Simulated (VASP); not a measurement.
**BN: single point with HSE06**

The system is BN.

```
B N
1.0
     2.54395    0.00000    0.00000
    -1.27197    2.20313    0.00000
     0.00000    0.00000    4.20782
B N
2 2
Direct
  0.33333 0.66667 0.00020
  0.66667 0.33333 0.50020
  0.33333 0.66667 0.37480
  0.66667 0.33333 0.87480
```

* Program: VASP 6.6.1
* Task: single point
* Functional: HSE06
* Potentials or basis: VASP PAW PBE potentials, release 64 (B, N)
* Cutoff: 520 eV
* k mesh: 9 × 9 × 4
* Occupations: gaussian, width 0.01 eV
* Spin: no spin polarisation

The pressure is -4.0 GPa and the largest force is 0.009 eV/Å. The band gap on the k mesh is 6.51 eV (least direct gap 9.94 eV).

Forces in eV/Å, atoms in the order of the input:
```
B    0.000  0.000 -0.009
B    0.000  0.000 -0.009
N    0.000  0.000  0.009
N    0.000  0.000  0.009
```

Stress tensor (GPa, compression positive):
```
-3.76  0.00  0.00
 0.00 -3.76  0.00
 0.00  0.00 -4.35
```

Levels at points of the mesh, in eV from the valence-band top:
```csv
k point,band 4,band 5,band 6,band 7,band 8,band 9,band 10,band 11,band 12,band 13
"(0.00, 0.00, 0.00)",-2.30,-2.30,-0.27,0.00,0.00,10.08,10.08,10.34,11.24,12.61
"(0.00, 0.00, 0.50)",-6.21,-1.27,-1.27,-1.27,-1.27,11.22,11.22,11.73,11.73,11.73
```

Wall time 89 min on 1 thread of Oxide Virtual Turin-like Processor, with other jobs on the host, peak memory 0.22 GiB.

Caveat: the cell stands under tension; the PAW data sets were made with another functional, which shifts forces and pressure a little; an odd mesh through Γ misses points on the zone boundary, where band edges can lie.
